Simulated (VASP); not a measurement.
NbP: single point with r2SCAN

Crystal: NbP.

```xyz
4
Lattice="-1.6749 1.6749 5.7401 1.6749 -1.6749 5.7401 1.6749 1.6749 -5.7401" Properties=species:S:1:pos:R:3 pbc="T T T"
Nb    1.6749    0.0000    2.8687
Nb    0.0000    0.0000    5.7387
P     0.0000    1.6749    3.8200
P     0.0000    0.0000    0.9500
```

* Program: VASP 6.6.1
* Task: single point
* Functional: r2SCAN
* Potentials or basis: VASP PAW PBE potentials, release 64 (Nb_sv, P)
* Cutoff: 520 eV
* k mesh: 9 × 9 × 9
* Occupations: fermi-dirac, width 0.05 eV
* Spin: no spin polarisation

The pressure is -2.0 GPa, the largest force is 0.011 eV/Å and the band gap on the k mesh is zero (band 18 reaches 10.68 eV, above the bottom of band 19 at 10.58 eV).

Forces on the atoms (eV/Å):
```
Nb   0.000  0.000 -0.011
Nb   0.000  0.000 -0.011
P    0.000  0.000  0.011
P    0.000  0.000  0.011
```

Stress tensor (GPa, compression positive):
```
-2.21  0.00  0.00
 0.00 -2.21  0.00
 0.00  0.00 -1.66
```

Levels at points of the mesh, in eV from the Fermi level:
| k point | band 14 | band 15 | band 16 | band 17 | band 18 | band 19 | band 20 | band 21 | band 22 | band 23 |
| --- | --- | --- | --- | --- | --- | --- | --- | --- | --- | --- |
| (0.00, 0.00, 0.00) | -2.44 | -2.24 | -1.80 | -1.51 | -1.51 | 0.85 | 1.65 | 2.78 | 3.25 | 3.25 |

It took 40 min on 1 thread of Intel Xeon 8259CL (shared host), peak memory 0.42 GiB.

Caveat: the PAW data sets were made with another functional, which shifts forces and pressure a little.
